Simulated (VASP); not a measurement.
# SnSe (P6_3mc) in VASP: further runs

SnSe is run at these levels: PBEsol; tasks: relaxation of cell and atoms.

Program: VASP 6.6.1. These are calculated values, not measurements. Logs are shortened: lines on timing, memory, paths and dates and some standing lists are left out, and cuts for length are marked.

## 1. The cell of the first run

The structure is hexagonal, space group P6_3mc (No. 186). The conventional cell has a = 4.550 Å, b = 4.550 Å, c = 7.430 Å, α = 90.00°, β = 90.00°, γ = 120.00°. Sn (site symmetry 3m) has 4 Se at 2.79 Å within 3.7 Å. Within 3.7 Å of Se (site symmetry 3m) lie 4 Sn at 2.79 Å.

## 2. Relaxation of cell and atoms, PBEsol

INCAR

```
  PREC = Accurate
  ENCUT = 600
  EDIFF = 1E-6
  ISMEAR = -1
  SIGMA = 0.01
  LREAL = F
  LASPH = T
  NELM = 80
  ALGO = Normal
  ISIF = 3
  LWAVE = F
  LCHARG = F
  GGA = PS
  IBRION = 2
  NSW = 80
  EDIFFG = -0.02
```

KPOINTS

```
Automatic mesh
0
Gamma
  4 4 3
```

POSCAR

```
SnSe
1.0
    4.5500000000      0.0000000000      0.0000000000
   -2.2750000000      3.9404155872      0.0000000000
    0.0000000000      0.0000000000      7.4301500000
Sn Se
2 2
Direct
    0.3333333333      0.6666666667      0.0000000000
    0.6666666667      0.3333333333      0.5000000000
    0.3333333333      0.6666666667      0.3750000000
    0.6666666667      0.3333333333      0.8750000000
```

Potentials or basis: VASP PAW PBE potentials, release 64 (Sn_d, Se).

On the command line:

```
$ cat potpaw_PBE.64/Sn_d/POTCAR potpaw_PBE.64/Se/POTCAR > POTCAR
$ mpirun -np 1 vasp_std > vasp.out
```

OUTCAR:

```text
PREC = Accurate
   ENCUT = 600
   EDIFF = 1E-6
   ISMEAR = -1
   LREAL = F
   LASPH = T
   NELM = 80
   ISIF = 3
   GGA = PS
   IBRION = 2
   NSW = 80
   EDIFFG = -0.02

 ion  position               nearest neighbor table
   1  0.333  0.667  0.000-   4 2.79   4 2.79   4 2.79   3 2.79
   2  0.667  0.333  0.500-   3 2.79   3 2.79   3 2.79   4 2.79
   3  0.333  0.667  0.375-   2 2.79   2 2.79   2 2.79   1 2.79
   4  0.667  0.333  0.875-   1 2.79   1 2.79   1 2.79   2 2.79

  LATTYP: Found a hexagonal cell.
 ALAT       =     4.5500000000
 C/A-ratio  =     1.6330000000

  Lattice vectors:

 A1 = (   4.5500000000,   0.0000000000,   0.0000000000)
 A2 = (  -2.2750000000,   3.9404155872,   0.0000000000)
 A3 = (   0.0000000000,   0.0000000000,   7.4301500000)

Analysis of symmetry for initial positions (statically):
=====================================================================
 Subroutine PRICEL returns:
 Original cell was already a primitive cell.

 Routine SETGRP: Setting up the symmetry group for a
 hexagonal supercell.

 Subroutine GETGRP returns: Found 12 space group operations
 (whereof  6 operations were pure point group operations)
 out of a pool of 24 trial point group operations.

The static configuration has the point symmetry C_3v.
 The point group associated with its full space group is C_6v.

Analysis of symmetry for dynamics (positions and initial velocities):
=====================================================================
 Subroutine PRICEL returns:
 Original cell was already a primitive cell.

 Routine SETGRP: Setting up the symmetry group for a
 hexagonal supercell.

 Subroutine GETGRP returns: Found 12 space group operations
 (whereof  6 operations were pure point group operations)
 out of a pool of 24 trial point group operations.

The dynamic configuration has the point symmetry C_3v.
 The point group associated with its full space group is C_6v.

 Subroutine INISYM returns: Found 12 space group operations
 (whereof  6 operations are pure point group operations),
 and found     1 'primitive' translations

----------------------------------------------------------------------------------------

                                     Primitive cell

  volume of cell :     133.2143

  direct lattice vectors                    reciprocal lattice vectors
     4.550000000  0.000000000  0.000000000     0.219780220  0.126890169  0.000000000
    -2.275000000  3.940415587  0.000000000     0.000000000  0.253780338  0.000000000
     0.000000000  0.000000000  7.430150000     0.000000000  0.000000000  0.134586785

  length of vectors
     4.550000000  4.550000000  7.430150000     0.253780338  0.253780338  0.134586785

  position of ions in fractional coordinates (direct lattice)
     0.333333333  0.666666667  0.000000000
     0.666666667  0.333333333  0.500000000
     0.333333333  0.666666667  0.375000000
     0.666666667  0.333333333  0.875000000

  ion indices of the primitive-cell ions
   primitive index   ion index
                 1           1
                 2           2
                 3           3
                 4           4

----------------------------------------------------------------------------------------

 KPOINTS: Automatic mesh

Automatic generation of k-mesh.
 Grid dimensions read from file:
 generate k-points for:    4    4    3

 Generating k-lattice:

  Cartesian coordinates                     Fractional coordinates (reciprocal lattice)
     0.054945055  0.031722542  0.000000000     0.250000000  0.000000000  0.000000000
     0.000000000  0.063445085  0.000000000     0.000000000  0.250000000  0.000000000
     0.000000000  0.000000000  0.044862262     0.000000000  0.000000000  0.333333333

  Length of vectors
     0.063445085  0.063445085  0.044862262

  Shift w.r.t. Gamma in fractional coordinates (k-lattice)
     0.000000000  0.000000000  0.000000000

 Subroutine IBZKPT returns following result:
 ===========================================

 Found      8 irreducible k-points:

 Following reciprocal coordinates:
            Coordinates               Weight
  0.000000  0.000000  0.000000      1.000000
  0.250000 -0.000000  0.000000      6.000000
  0.500000 -0.000000  0.000000      3.000000
  0.250000  0.250000  0.000000      6.000000
  0.000000  0.000000  0.333333      2.000000
  0.250000 -0.000000  0.333333     12.000000
  0.500000 -0.000000  0.333333      6.000000
  0.250000  0.250000  0.333333     12.000000
   k-points           NKPTS =      8   k-points in BZ     NKDIM =      8   number of bands    NBANDS=     24
   number of dos      NEDOS =    301   number of ions     NIONS =      4
   total plane-waves  NPLWV =  77760
   dimension x,y,z NGX =    36 NGY =   36 NGZ =   60
   dimension x,y,z NGXF=    72 NGYF=   72 NGZF=  120
   ions per type =               2   2
   NGX,Y,Z   is equivalent  to a cutoff of  13.15, 13.15, 13.42 a.u.
   NGXF,Y,Z  is equivalent  to a cutoff of  26.31, 26.31, 26.85 a.u.
 SYSTEM =  unknown system
   PREC   = accura    normal or accurate (medium, high low for compatibility)
   ISTART =      0    job   : 0-new  1-cont  2-samecut
   ICHARG =      2    charge: 1-file 2-atom 10-const
   ISPIN  =      1    spin polarized calculation?
   LNONCOLLINEAR =      F non collinear calculations
   LSORBIT =      F    spin-orbit coupling
   LASPH  =      T    aspherical Exc in radial PAW
   ENCUT  =  600.0 eV  44.10 Ry    6.64 a.u.   9.09  9.09 14.84*2*pi/ulx,y,z
   NELM   =     80;   NELMIN=  2; NELMDL= -5     # of ELM steps
   EDIFF  = 0.1E-05   stopping-criterion for ELM
   LREAL  =      F    real-space projection
   EDIFFG = -.2E-01   stopping-criterion for IOM
   NSW    =     80    number of steps for IOM
   IBRION =      2    ionic relax: 0-MD 1-quasi-New 2-CG
   NFREE  =      1    steps in history (QN), initial steepest desc. (CG)
   ISIF   =      3    stress and relaxation
   ISYM   =      2    0-nonsym 1-usesym 2-fastsym
   POTIM  = 0.5000    time-step for ionic-motion
   TEBEG  =    0.0;   TEEND  =   0.0 temperature during run
   PSTRESS=    0.0 pullay stress
   NELECT =      40.0000    total number of electrons
   NUPDOWN=      -1.0000    fix difference up-down
   EMIN   =  10.00;   EMAX   =-10.00  energy-range for DOS
   EFERMI =   0.00;   METHOD = LEGACY
   ISMEAR =    -1;   SIGMA  =   0.01  broadening in eV -4-tet -1-fermi 0-gaus
   EFERMI_NEDOS =   21; number of points for ismear=-14 and -15
   IALGO  =     38    algorithm
   IMIX   =      4    mixing-type and parameters
     AMIX     =   0.40;   BMIX     =  1.00
     AMIX_MAG =   1.60;   BMIX_MAG =  1.00
  volume/ion in A,a.u.               =      33.30       224.74
  Fermi-wavevector in a.u.,A,eV,Ry     =   1.096254  2.071620 16.351110  1.201773
  Thomas-Fermi vector in A             =   2.232593
   LORBIT       =      0    0 simple, 1 ext, 2 COOP (PROOUT), +10 PAW based schemes
   GGA     = PS    functional components
   LHFCALC =     F    Hartree Fock is set to
   AEXX    =    0.0000 exact exchange contribution
   IVDW    =     0    specifies the selected vdW correction
   LEPSILON=     F    determine dielectric tensor
   LRPA    =     F    only Hartree local field effects (RPA)
 conjugate gradient relaxation of ions
 non-spin polarized calculation
  energy-cutoff  :      600.00
  volume of cell :      133.21
 maximum number of plane-waves:      4470
   NGX = 19   NGY = 19   NGZ = 29

--------------------------------------- Ionic step        1  -------------------------------------------

 number of electron      39.9999989 magnetization

 Free energy of the ion-electron system (eV)
  ---------------------------------------------------
  ext. energy  EPLUGINS =         0.00000000
  ---------------------------------------------------
  free energy    TOTEN  =       -16.76800719 eV

  energy without entropy =      -16.76800719  energy(sigma->0) =      -16.76800719

------------------------ aborting loop because EDIFF is reached ----------------------------------------

  FORCE on cell =-STRESS in cart. coord.  units (eV):
  Direction    XX          YY          ZZ          XY          YZ          ZX
  --------------------------------------------------------------------------------------
  -------------------------------------------------------------------------------------
  Total        3.2726256      3.2726256      2.6167607     -0.0000000      0.0000000     -0.0000000
  in kB       39.3600728     39.3600728     31.4719449     -0.0000000      0.0000000     -0.0000000
  external PRESSURE =      36.7306968 kB  Pullay stress =       0.0000000 kB
[... 95 lines left out ...]
  FREE ENERGIE OF THE ION-ELECTRON SYSTEM (eV)
  ---------------------------------------------------
  free  energy   TOTEN  =       -16.9017154975 eV

  energy  without entropy=      -16.9017154975  energy(sigma->0) =      -16.90171550

[... ionic steps 4 to 34 ...]

--------------------------------------- Ionic step       35  -------------------------------------------

 number of electron      39.9999988 magnetization

------------------------ aborting loop because EDIFF is reached ----------------------------------------

  FORCE on cell =-STRESS in cart. coord.  units (eV):
  Direction    XX          YY          ZZ          XY          YZ          ZX
  --------------------------------------------------------------------------------------
  -------------------------------------------------------------------------------------
  Total       -0.1086598     -0.1086598      0.1735360      0.0000000      0.0000000      0.0000000
  in kB       -1.3307111     -1.3307111      2.1252224      0.0000000      0.0000000      0.0000000
  external PRESSURE =      -0.1787333 kB  Pullay stress =       0.0000000 kB
[... 61 lines left out ...]
  energy  without entropy=      -17.4478262033  energy(sigma->0) =      -17.44782620

--------------------------------------- Ionic step       37  -------------------------------------------

 number of electron      39.9999991 magnetization

 Free energy of the ion-electron system (eV)
  ---------------------------------------------------
  ext. energy  EPLUGINS =         0.00000000
  ---------------------------------------------------
  free energy    TOTEN  =       -17.44796020 eV

  energy without entropy =      -17.44796020  energy(sigma->0) =      -17.44796020

 E-fermi :   3.9150     XC(G=0):  -8.6794

 val. band max:        3.6061835418   @ k =   0.2500   0.2500   0.3333
 cond. band min:       4.9117114241   @ k =   0.2500  -0.0000   0.0000
 fundamental gap:      1.3055278823
 Fermi energy:         3.9150379111

 k-point     1 :       0.0000    0.0000    0.0000
  band No.  band energies     occupation
      1     -17.5899      2.00000
      2     -17.5899      2.00000
      3     -17.5892      2.00000
      4     -17.5892      2.00000
      5     -17.5761      2.00000
      6     -17.5578      2.00000
[... 236 lines left out ...]
  FREE ENERGIE OF THE ION-ELECTRON SYSTEM (eV)
  ---------------------------------------------------
  free  energy   TOTEN  =       -17.4479601986 eV

  energy  without entropy=      -17.4479601986  energy(sigma->0) =      -17.44796020

 reached required accuracy - stopping structural energy minimisation
```

It took 12 min on 1 thread of Intel Xeon Platinum 8488C (Sapphire Rapids), shared host; peak memory 0.29 GiB.

Results:

```
Free energy                           : -17.4480 eV
Relaxed volume                        : 32.65 Å³/atom
Relaxed cell                          : a = 5.056 Å, b = 5.056 Å, c = 5.900 Å, α = 90.00°, β = 90.00°, γ = 120.00°
Space group after relaxing (to 0.1 Å) : P6_3/mmc (No. 194)
Energy gained by relaxing             : 170.0 meV/atom
Ionic steps                           : 37
Pressure after relaxing               : 0.0 GPa
Band gap on the k mesh                : 1.31 eV (least direct gap 1.53 eV)
```

Step by step:
```
step  energy change (eV)  largest force (eV/Å)  pressure (GPa)  volume (Å³)
   1              0.0000                0.0730            3.67       133.21
   2             -0.1275                0.0030           -0.71       148.48
   3             -0.1337                0.0119           -0.02       145.52
   4             -0.1337                0.0102           -0.07       145.78
   5             -0.1361                0.0245           -0.07       145.75
   6             -0.1410                0.1375           -0.01       145.65
   7             -0.1360                0.4153            0.24       145.33
   8             -0.1419                0.2011            0.03       145.58
   9             -0.1433                0.2098            0.04       145.60
  10             -0.1476                0.2399            0.03       145.62
  11             -0.1571                0.3056            0.04       145.65
  12             -0.1773                0.4661            0.05       145.58
  13             -0.1953                0.9136            0.23       144.93
  14             -0.1958                0.9189            0.23       144.94
  15             -0.1975                0.9354            0.21       144.96
  16             -0.2003                0.9710            0.18       145.01
  17             -0.2031                1.0442            0.14       145.09
  18             -0.2085                1.0315            0.10       145.11
  19             -0.2241                0.9934           -0.02       145.18
  20             -0.2536                0.9206           -0.26       145.32
  21             -0.3054                0.7857           -0.71       145.58
  22             -0.3826                0.5565           -1.53       146.05
  23             -0.4411                0.2520           -2.71       146.74
  24             -0.5270                0.2384           -2.12       142.31
  25             -0.6306                0.1838            0.19       131.82
  26             -0.6665                0.1033            0.06       131.23
  27             -0.6756                0.0548            0.06       130.69
  28             -0.6756                0.0571            0.06       130.72
  29             -0.6762                0.0526            0.01       130.84
  30             -0.6773                0.0416           -0.12       131.21
  31             -0.6778                0.0220           -0.35       131.94
  32             -0.6779                0.0280           -0.30       131.73
  33             -0.6782                0.0251           -0.26       131.64
  34             -0.6790                0.0192           -0.20       131.37
  35             -0.6796                0.0058           -0.02       130.83
  36             -0.6798                0.0044            0.00       130.75
  37             -0.6800                0.0016            0.04       130.60
```

Final structure:
```yaml
crystal:
  lattice:
    - [5.05592, 0.00000, 0.00000]
    - [-2.52796, 4.37856, 0.00000]
    - [0.00000, 0.00000, 5.89955]
  atoms:
    - { symbol: Sn, position: [0.33333, 0.66667, 0.93770] }
    - { symbol: Sn, position: [0.66667, 0.33333, 0.43770] }
    - { symbol: Se, position: [0.33333, 0.66667, 0.43730] }
    - { symbol: Se, position: [0.66667, 0.33333, 0.93730] }
```

Caveat: a cell axis changed by over 15 % at a fixed basis, so the end point is rough; the PAW data sets were made with another functional, which shifts forces and pressure a little; spin-orbit coupling is left out, which moves the levels of the heavy elements. A k mesh can miss the band edges.

[end of part 1 of 2]

The gap in the log of VASP goes by the Fermi energy; the results here count the filled bands.